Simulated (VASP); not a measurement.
# AlN (sol2): relaxation of the atoms with PBEsol

AlN (sol2):

```
CELL_PARAMETERS angstrom
0.02592 2.21950 2.21950
2.21950 0.02592 2.21950
2.21950 2.21950 0.02592
ATOMIC_POSITIONS crystal
Al 0.00107 0.00107 0.00107
N 0.24893 0.24893 0.24893
```

This cell differs from its parent crystal: strained cell.

| Property | Result |
| --- | --- |
| Program | VASP 6.6.1 |
| Task | relaxation of the atoms |
| Functional | PBEsol |
| Potentials or basis | VASP PAW PBE potentials, release 64 (Al, N) |
| Cutoff | 520 eV |
| k mesh | 9 × 9 × 9 |
| Occupations | gaussian, width 0.02 eV |
| Spin | no spin polarisation |
| Dipole correction | no |
| Further INCAR settings | ALGO = Normal; EDIFF = 1e-07; IBRION = 2; EDIFFG = -0.002; NSW = 60 |

```json
{"Energy gained by relaxing": "0.1 meV/atom", "Ionic steps": "3", "Pressure after relaxing": "-4.6 GPa", "Band gap on the k mesh": "3.30 eV, indirect (least direct gap 3.81 eV)"}
```

Stress tensor (GPa, compression positive):
```
-4.64 -2.09 -2.09
-2.09 -4.64 -2.09
-2.09 -2.09 -4.64
```

The path:
```tsv
step	energy change (eV)	largest force (eV/Å)	pressure (GPa)
1	0.0000	0.0684	-4.66
2	-0.0002	0.0180	-4.63
3	-0.0002	0.0001	-4.64
```

Final structure:
```
Al N
1.0
     0.02592    2.21950    2.21950
     2.21950    0.02592    2.21950
     2.21950    2.21950    0.02592
Al N
1 1
Direct
  0.00073 0.00073 0.00073
  0.24927 0.24927 0.24927
```

Levels at points of the mesh, in eV from the valence-band top:
| k point | band 1 | band 2 | band 3 | band 4 | band 5 | band 6 | band 7 | band 8 |
| --- | --- | --- | --- | --- | --- | --- | --- | --- |
| (0.00, 0.00, 0.00) | -14.83 | -0.15 | 0.00 | 0.00 | 3.81 | 11.84 | 12.27 | 12.27 |

Wall time 18 s on 1 thread of Intel Xeon 6975P-C, with other jobs on the host, peak memory 0.14 GiB.

Caveat: the cell differs from its parent crystal (strained cell); the PAW data sets were made with another functional, which shifts forces and pressure a little. A k mesh can miss the band edges.
